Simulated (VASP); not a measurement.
Write the native input for VASP 6.6.1 that does the following.

```yaml
Task: single point
Functional: b88 exchange, pbe correlation
Potentials_or_basis: VASP PAW PBE potentials, release 64 (Sb, Ga_d)
Cutoff: 500 eV
k_mesh: 8 × 8 × 8
Occupations: fermi-dirac, width 0.05 eV
Spin: no spin polarisation
Dipole_correction: no
Further_INCAR_settings: ALGO = Normal; EDIFF = 1e-06; NBANDS = 16
```

The structure of GaSb lies in POSCAR:

```
GaSb
1.0
    0.0000000000      3.0992546163      3.0992546163
    3.0992546163      0.0000000000      3.0992546163
    3.0992546163      3.0992546163      0.0000000000
Sb Ga
1 1
Direct
    0.7500000000      0.7500000000      0.7500000000
    0.0000000000      0.0000000000      0.0000000000
```

One way to write it, as run:

INCAR

```
PREC = Accurate
ENCUT = 500
EDIFF = 1E-6
ISMEAR = -1
SIGMA = 0.05
LREAL = False
LASPH = True
NELM = 120
ALGO = Normal
ISIF = 2
LWAVE = False
LCHARG = True
GGA = LIBXC
LIBXC1 = GGA_X_B88
LIBXC2 = GGA_C_PBE
LELF = True
LVHAR = True
NBANDS = 16
GGA_COMPAT = False
```

KPOINTS

```
Automatic mesh
0
Gamma
  8 8 8
```

Potentials or basis: VASP PAW PBE potentials, release 64 (Sb, Ga_d).

Run with:

```sh
$ cat potpaw_PBE.64/Sb/POTCAR potpaw_PBE.64/Ga_d/POTCAR > POTCAR
$ mpirun -np 1 vasp_std > vasp.out
```

Results of the run:

```
Pressure               : 0.3 GPa
Band gap on the k mesh : zero (filled and empty bands touch)
```

Caveat: semilocal functionals underestimate gaps, so a narrow gap can read as zero; the PAW data sets were made with another functional, which shifts forces and pressure a little; spin-orbit coupling is left out, which moves the levels of the heavy elements.

It took 18 s on 1 thread of Intel(R) Xeon(R) Platinum 8488C (Sapphire Rapids), on a shared host, peak memory 0.18 GiB.
